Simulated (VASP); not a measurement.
# C (R-3m) in VASP: further runs

The runs below take C through single point, relaxation of cell and atoms, with r2SCAN.

Program: VASP 6.6.1. These are calculated values, not measurements. Logs are shortened: lines on timing, memory, paths and dates and some standing lists are left out, and cuts for length are marked.

## 1. The cell of the first run

Symmetry: R-3m, No. 166, trigonal system. The conventional cell has a = 2.456 Å, b = 2.456 Å, c = 10.579 Å, α = 90.00°, β = 90.00°, γ = 120.00°. Within 1.9 Å of C (site symmetry 3m) lie 3 C at 1.42 Å.

## 2. Single point, r2SCAN

Input file POSCAR:

```
C
1.0
    1.2278600605      0.7089053382      3.5263005318
   -1.2278600605      0.7089053382      3.5263005318
    0.0000000000     -1.4178106712      3.5263005328
C
2
Direct
    0.8333359393      0.8333359393      0.8333359393
    0.1666640607      0.1666640607      0.1666640607
```

Input file INCAR.step1:

```
SYSTEM = C
ALGO = Normal
EDIFF = 1E-4
ENCUT = 520
GGA = PE
ISMEAR = -1
LASPH = .True.
LCHARG = .False.
LREAL = .False.
LWAVE = .True.
NBANDS = 11
NELM = 80
PREC = Accurate
SIGMA = 0.05
```

Input file INCAR.step2:

```
SYSTEM = C
ALGO = Normal
EDIFF = 1E-6
ENCUT = 520
ISIF = 2
ISMEAR = -1
ISTART = 1
LASPH = .True.
LCHARG = .False.
LMIXTAU = .True.
LREAL = .False.
LWAVE = .False.
METAGGA = R2SCAN
NBANDS = 11
NELM = 80
PREC = Accurate
SIGMA = 0.05
```

Input file KPOINTS:

```
k-points
0
Gamma
  11 11 11
  0 0 0
```

Potentials or basis: VASP PAW PBE potentials, release 64 (C).

Command:

```console
$ cat potpaw_PBE.64/C/POTCAR > POTCAR
$ cp INCAR.step1 INCAR
$ mpirun -np 1 vasp_std > vasp.out
$ cp INCAR.step2 INCAR
$ mpirun -np 1 vasp_std > vasp.out
```

OUTCAR:

```text
SYSTEM = C
   EDIFF = 1E-6
   ENCUT = 520
   ISIF = 2
   ISMEAR = -1
   ISTART = 1
   LASPH = .True.
   LREAL = .False.
   METAGGA = R2SCAN
   NELM = 80
   PREC = Accurate

 ion  position               nearest neighbor table
   1  0.833  0.833  0.833-   2 1.42   2 1.42   2 1.42
   2  0.167  0.167  0.167-   1 1.42   1 1.42   1 1.42

  LATTYP: Found a trigonal (rhomboedric) cell.
 ALAT       =     3.8006555418
 COS(alpha) =     0.7912575770

  Lattice vectors:

 A1 = (   1.2278600605,   0.7089053382,   3.5263005318)
 A2 = (  -1.2278600605,   0.7089053382,   3.5263005318)
 A3 = (   0.0000000000,  -1.4178106712,   3.5263005328)

Analysis of symmetry for initial positions (statically):
=====================================================================
 Subroutine PRICEL returns:
 Original cell was already a primitive cell.

 Routine SETGRP: Setting up the symmetry group for a
 trigonal (rhombohedral) supercell.

 Subroutine GETGRP returns: Found 12 space group operations
 (whereof 12 operations were pure point group operations)
 out of a pool of 12 trial point group operations.

The static configuration has the point symmetry D_3d.

Analysis of symmetry for dynamics (positions and initial velocities):
=====================================================================
 Subroutine PRICEL returns:
 Original cell was already a primitive cell.

 Routine SETGRP: Setting up the symmetry group for a
 trigonal (rhombohedral) supercell.

 Subroutine GETGRP returns: Found 12 space group operations
 (whereof 12 operations were pure point group operations)
 out of a pool of 12 trial point group operations.

The dynamic configuration has the point symmetry D_3d.

 Subroutine INISYM returns: Found 12 space group operations
 (whereof 12 operations are pure point group operations),
 and found     1 'primitive' translations

----------------------------------------------------------------------------------------

                                     Primitive cell

  volume of cell :      18.4165

  direct lattice vectors                    reciprocal lattice vectors
     1.227860061  0.708905338  3.526300532     0.407212529  0.235104263  0.094527772
    -1.227860061  0.708905338  3.526300532    -0.407212529  0.235104263  0.094527772
     0.000000000 -1.417810671  3.526300533     0.000000000 -0.470208526  0.094527772

  length of vectors
     3.800655542  3.800655542  3.800655542     0.479616052  0.479616052  0.479616052

  position of ions in fractional coordinates (direct lattice)
     0.833335939  0.833335939  0.833335939
[... 86 lines left out ...]
   POTIM  = 0.5000    time-step for ionic-motion
   TEBEG  =    0.0;   TEEND  =   0.0 temperature during run
   PSTRESS=    0.0 pullay stress
   NELECT =       8.0000    total number of electrons
   NUPDOWN=      -1.0000    fix difference up-down
   EMIN   =  10.00;   EMAX   =-10.00  energy-range for DOS
   EFERMI =   0.00;   METHOD = LEGACY
   ISMEAR =    -1;   SIGMA  =   0.05  broadening in eV -4-tet -1-fermi 0-gaus
   EFERMI_NEDOS =   21; number of points for ismear=-14 and -15
   IALGO  =     38    algorithm
   IMIX   =      4    mixing-type and parameters
     AMIX     =   0.40;   BMIX     =  1.00
     AMIX_MAG =   1.60;   BMIX_MAG =  1.00
  volume/ion in A,a.u.               =       9.21        62.14
  Fermi-wavevector in a.u.,A,eV,Ry     =   1.239849  2.342976 20.915236  1.537226
  Thomas-Fermi vector in A             =   2.374315
   LORBIT       =      0    0 simple, 1 ext, 2 COOP (PROOUT), +10 PAW based schemes
   METAGGA = R2SCAN    functional components
   LHFCALC =     F    Hartree Fock is set to
   AEXX    =    0.0000 exact exchange contribution
   IVDW    =     0    specifies the selected vdW correction
   LEPSILON=     F    determine dielectric tensor
   LRPA    =     F    only Hartree local field effects (RPA)
 non-spin polarized calculation
  energy-cutoff  :      520.00
  volume of cell :       18.42
 maximum number of plane-waves:       511
   NGX = 15   NGY = 15   NGZ = 15

 number of electron       8.0000000 magnetization

 Free energy of the ion-electron system (eV)
  ---------------------------------------------------
  ext. energy  EPLUGINS =         0.00000000
  ---------------------------------------------------
  free energy    TOTEN  =       -19.87724545 eV

  energy without entropy =      -19.87724535  energy(sigma->0) =      -19.87724540

 E-fermi :   4.3227     XC(G=0): -10.7880

 val. band max:        3.6938015266   @ k =  -0.1818   0.4545   0.0909
 cond. band min:       4.9603009166   @ k =  -0.1818   0.4545   0.0909
 fundamental gap:      1.2664993900
 Fermi energy:         4.3227312175

 k-point     1 :       0.0000    0.0000    0.0000
  band No.  band energies     occupation
      1     -16.6789      2.00000
      2      -3.0379      2.00000
      3       1.0596      2.00000
      4       1.0596      2.00000
      5       8.2728      0.00000
      6      13.0163      0.00000
      7      13.0163      0.00000
      8      16.7122      0.00000
      9      17.6061      0.00000
     10      28.3367      0.00000
     11      29.4378      0.00000
[... 309 lines left out ...]
 k-point    24 :      -0.1818    0.1818    0.0000
  band No.  band energies     occupation
      1     -14.2073      2.00000
      2      -4.6088      2.00000
      3      -3.0450      2.00000
      4      -0.2580      2.00000
      5      10.2360      0.00000
      6      11.3098      0.00000
      7      15.3949      0.00000
      8      16.7590      0.00000
      9      20.4223      0.00000
     10      24.0336      0.00000
     11      28.0253      0.00000

 [... further k-points ...]

------------------------ aborting loop because EDIFF is reached ----------------------------------------

  FORCE on cell =-STRESS in cart. coord.  units (eV):
  Direction    XX          YY          ZZ          XY          YZ          ZX
  --------------------------------------------------------------------------------------
  -------------------------------------------------------------------------------------
  Total        0.1260994      0.1260994     -0.0087085      0.0000000     -0.0000000      0.0000000
  in kB       10.9702328     10.9702328     -0.7576152      0.0000000     -0.0000000      0.0000000
  external PRESSURE =       7.0609501 kB  Pullay stress =       0.0000000 kB

 VOLUME and BASIS-vectors are now :
 -----------------------------------------------------------------------------
  energy-cutoff  :      520.00
  volume of cell :       18.42
      direct lattice vectors                 reciprocal lattice vectors
     1.227860061  0.708905338  3.526300532     0.407212529  0.235104263  0.094527772
    -1.227860061  0.708905338  3.526300532    -0.407212529  0.235104263  0.094527772
     0.000000000 -1.417810671  3.526300533     0.000000000 -0.470208526  0.094527772

 POSITION                                       TOTAL-FORCE (eV/Angst)
 -----------------------------------------------------------------------------------
      0.00000      0.00000      8.81578         0.000000      0.000000      0.000217
      0.00000      0.00000      1.76312         0.000000     -0.000000     -0.000217
 -----------------------------------------------------------------------------------
    total drift:                                0.000000      0.000000     -0.000000

  FREE ENERGIE OF THE ION-ELECTRON SYSTEM (eV)
  ---------------------------------------------------
  free  energy   TOTEN  =       -19.8772454458 eV

  energy  without entropy=      -19.8772453509  energy(sigma->0) =      -19.87724540
```

OSZICAR.step1:

```text
N       E                     dE             d eps       ncg     rms          rms(c)
DAV:   1     0.679553840409E+01    0.67955E+01   -0.45565E+03  3284   0.663E+02
DAV:   2    -0.190902480233E+02   -0.25886E+02   -0.25039E+02  4318   0.133E+02
DAV:   3    -0.196779627637E+02   -0.58771E+00   -0.58666E+00  4018   0.171E+01
DAV:   4    -0.196803399546E+02   -0.23772E-02   -0.23770E-02  3805   0.131E+00
DAV:   5    -0.196803499041E+02   -0.99494E-05   -0.99492E-05  4071   0.789E-02    0.641E+00
DAV:   6    -0.187347870865E+02    0.94556E+00   -0.78821E-01  3716   0.517E+00    0.374E+00
DAV:   7    -0.184312057736E+02    0.30358E+00   -0.91546E-01  3853   0.560E+00    0.106E+00
DAV:   8    -0.184355471998E+02   -0.43414E-02   -0.22792E-02  3558   0.955E-01    0.134E-01
DAV:   9    -0.184352499270E+02    0.29727E-03   -0.66371E-04  3891   0.160E-01    0.631E-02
DAV:  10    -0.184353321863E+02   -0.82259E-04   -0.18313E-04  3601   0.912E-02
   1 F= -.18435332E+02 E0= -.18435332E+02  d E =-.202665E-06
```

Wall time 3.1 min (1 thread of Intel Xeon Platinum 8259CL at 2.50GHz (Skylake/Cascade Lake), shared host); peak memory 0.16 GiB.

Results:

- Free energy: -19.8772 eV
- Pressure: 0.7 GPa

Stress tensor (GPa, compression positive):
```
 1.10  0.00  0.00
 0.00  1.10  0.00
 0.00  0.00 -0.08
```

Caveat: the PAW data sets were made with another functional, which shifts forces and pressure a little.

## 3. Relaxation of cell and atoms, r2SCAN

This run uses another cell than the first one, of 8.74 Å³/atom.

Input file POSCAR:

```
C
1.0
    1.2280287100      0.7090027100      3.3470114500
   -1.2280287100      0.7090027100      3.3470114500
    0.0000000000     -1.4180054100      3.3470114500
C
2
Direct
    0.8360000000      0.8360000000      0.8360000000
    0.1640000000      0.1640000000      0.1640000000
```

Input file INCAR.step1:

```
ALGO = Normal ; EDIFF = 1E-4
ENCUT = 600 ; GGA = PE
ISMEAR = -1 ; LASPH = T
LCHARG = F ; LREAL = F
LWAVE = T ; NELM = 100
PREC = Accurate ; SIGMA = 0.05
```

Input file INCAR.step2:

```
ALGO = Normal ; EDIFF = 1E-6
EDIFFG = -0.01 ; ENCUT = 600
IBRION = 2 ; ISIF = 3
ISMEAR = -1 ; ISTART = 1
LASPH = T ; LCHARG = F
LMIXTAU = T ; LREAL = F
LWAVE = F ; METAGGA = R2SCAN
NELM = 100 ; NSW = 80
PREC = Accurate ; SIGMA = 0.05
```

Input file KPOINTS:

```
k-points
0
Gamma
  11 11 11
```

Potentials or basis: VASP PAW PBE potentials, release 64 (C).

Command:

```console
$ cat potpaw_PBE.64/C/POTCAR > POTCAR
$ cp INCAR.step1 INCAR
$ mpirun -np 1 vasp_std > vasp.out
$ cp INCAR.step2 INCAR
$ mpirun -np 1 vasp_std > vasp.out
```

Wall time 25 min (1 thread of Intel Xeon Platinum 8259CL at 2.50GHz (Skylake/Cascade Lake), shared host); peak memory 0.18 GiB.

Results (log left out):

```yaml
Free_energy: -19.8817 eV
Relaxed_volume: 9.09 Å³/atom
Relaxed_cell: a = 3.754 Å, b = 3.754 Å, c = 3.754 Å, α = 38.20°, β = 38.20°, γ = 38.20°
Space_group_after_relaxing_to_0.1_Å: R-3m (No. 166)
Energy_gained_by_relaxing: 13.4 meV/atom
Ionic_steps: 12
Pressure_after_relaxing: 0.0 GPa
Largest_force_after_relaxing: 0.009 eV/Å
```

Forces in eV/Å, atoms in the order of the input:
```
C    0.000  0.000  0.009
C    0.000  0.000 -0.009
```

The path:
```tsv
step	energy change (eV)	largest force (eV/Å)	pressure (GPa)	volume (Å³)
1	0.0000	0.9133	0.39	17.48
2	-0.0140	0.6020	-0.05	17.54
3	-0.0245	0.0030	0.22	17.52
4	-0.0248	0.0070	0.73	17.55
5	-0.0250	0.0139	1.65	17.60
6	-0.0251	0.0140	1.60	17.61
7	-0.0253	0.0141	1.50	17.65
8	-0.0257	0.0145	1.27	17.72
9	-0.0263	0.0154	0.78	17.88
10	-0.0267	0.0174	-0.12	18.18
11	-0.0267	0.0173	-0.07	18.17
12	-0.0267	0.0095	0.00	18.17
```

Final structure:
```
C
1.0
     1.22845    0.70925    3.47586
    -1.22845    0.70925    3.47586
     0.00000   -1.41850    3.47586
C
2
Direct
  0.83331 0.83331 0.83331
  0.16669 0.16669 0.16669
```

Caveat: the PAW data sets were made with another functional, which shifts forces and pressure a little. Zero-point motion and thermal expansion aren't in these numbers.
